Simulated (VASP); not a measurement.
Wanted: the native input for a VASP 6.6.1 run.

- Task: single point
- Functional: PBE
- Potentials or basis: VASP PAW PBE potentials, release 64 (Ga_d, Sb, H)
- Cutoff: 520 eV
- k mesh: 1 × 1 × 5
- Occupations: gaussian, width 0.05 eV
- Spin: no spin polarisation
- Dipole correction: no
- Further INCAR settings: LREAL = Auto; ALGO = Normal; EDIFF = 1e-06; NBANDS = 80

The structure of Ga7Sb7H4 lies in POSCAR:

```
Ga7Sb7H4
1.0
   25.0000000000      0.0000000000      0.0000000000
    0.0000000000     10.0000000000      0.0000000000
    0.0000000000      0.0000000000      7.5789833803
Ga Sb H
7 7 4
Direct
    0.7625436857      0.4651641641      0.3333333333
    0.5875145619      0.4651641641      0.3333333333
    0.6750291238      0.4651641641      0.8333333333
    0.4124854381      0.4651641641      0.3333333333
    0.5000000000      0.4651641641      0.8333333333
    0.2374563143      0.4651641641      0.3333333333
    0.3249708762      0.4651641641      0.8333333333
    0.6750291238      0.5348358359      0.1666666667
    0.7625436857      0.5348358359      0.6666666667
    0.5000000000      0.5348358359      0.1666666667
    0.5875145619      0.5348358359      0.6666666667
    0.3249708762      0.5348358359      0.1666666667
    0.4124854381      0.5348358359      0.6666666667
    0.2374563143      0.5348358359      0.6666666667
    0.8149728401      0.5069038102      0.2334848942
    0.1850271599      0.5069038102      0.2334848942
    0.8196480513      0.4893741832      0.7754187882
    0.1803519487      0.4893741832      0.7754187882
```

One way to write it, as run:

INCAR

```
SYSTEM = Ga7Sb7H4
PREC = Accurate
ENCUT = 520
EDIFF = 1E-6
ISMEAR = 0
SIGMA = 0.05
LREAL = Auto
LASPH = .TRUE.
NELM = 60
ALGO = Normal
ISIF = 2
LWAVE = .FALSE.
LCHARG = .TRUE.
GGA = PE
LELF = .TRUE.
LVHAR = .TRUE.
NBANDS = 80
```

KPOINTS

```
Automatic mesh
0
G
  1 1 5
  0 0 0
```

Potentials or basis: VASP PAW PBE potentials, release 64 (Ga_d, Sb, H).

Run with:

```sh
$ cat potpaw_PBE.64/Ga_d/POTCAR potpaw_PBE.64/Sb/POTCAR potpaw_PBE.64/H/POTCAR > POTCAR
$ mpirun -np 1 vasp_std > vasp.out
```

It gave:

* Largest force: 0.659 eV/Å
* Band gap on the k mesh: 1.40 eV

Caveat: spin-orbit coupling is left out, which moves the levels of the heavy elements.

Run time: 14 min on 1 thread of AMD EPYC 9R45 96-Core Processor (Zen 5), with other jobs on the host, peak memory 1.6 GiB.
